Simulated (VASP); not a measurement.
Wanted: the native input for a VASP 6.6.1 run.

* Task: single point
* Functional: PBE
* Potentials or basis: VASP PAW PBE potentials, release 64 (Al, Ni)
* Cutoff: 520 eV
* k mesh: 16 × 16 × 14
* Occupations: gaussian, width 0.1 eV
* Spin: no spin polarisation
* Dipole correction: no
* k mesh for the DOS: 24 × 24 × 21
* Occupations for the DOS: tetrahedron
* Further INCAR settings: ALGO = Fast; EDIFF = 1e-06; NBANDS = 14

Crystal: AlNi.

```xyz
2
Lattice="2.0428 -2.0428 0.0000 2.0428 2.0428 0.0000 0.0000 0.0000 2.9011" Properties=species:S:1:pos:R:3 pbc="T T T"
Al    0.0000    0.0000    0.0000
Ni    2.0428    0.0000    1.4506
```

One way to write it, as run:

POSCAR

```
AlNi
1.0
    2.0428069416     -2.0428126723      0.0000000000
    2.0428069416      2.0428126723      0.0000000000
    0.0000000000      0.0000000000      2.9011416498
Al Ni
1 1
Direct
    0.0000000000      0.0000000000      0.0000000000
    0.5000000000      0.5000000000      0.5000000000
```

INCAR.step1

```
PREC = Accurate
ENCUT = 520
EDIFF = 1E-6
ISMEAR = 0
SIGMA = 0.1
LREAL = F
LASPH = T
NELM = 100
ALGO = Fast
ISIF = 2
LWAVE = F
LCHARG = T
LMAXMIX = 4
GGA = PE
NBANDS = 14
```

KPOINTS.step1

```
regular mesh
0
Gamma
  16 16 14
```

INCAR.step2

```
PREC = Accurate
ENCUT = 520
EDIFF = 1E-6
ISMEAR = -5
SIGMA = 0.1
LREAL = F
LASPH = T
NELM = 100
ALGO = Fast
ISIF = 2
LWAVE = F
LCHARG = F
LMAXMIX = 4
GGA = PE
LORBIT = 11
NBANDS = 14
NEDOS = 2001
ICHARG = 11
```

KPOINTS.step2

```
regular mesh
0
Gamma
  24 24 21
```

Potentials or basis: VASP PAW PBE potentials, release 64 (Al, Ni).

Run with:

```sh
$ cat potpaw_PBE.64/Al/POTCAR potpaw_PBE.64/Ni/POTCAR > POTCAR
$ cp INCAR.step1 INCAR
$ cp KPOINTS.step1 KPOINTS
$ mpirun -np 1 vasp_std > vasp.out
$ cp INCAR.step2 INCAR
$ cp KPOINTS.step2 KPOINTS
$ mpirun -np 1 vasp_std > vasp.out
```

Results of the run:

- Valence electrons inside the program's atomic spheres: Al 0.79; Ni 9.44

Wall time 5.5 min on 1 thread of Intel Xeon 8259CL (shared host), peak memory 0.47 GiB.
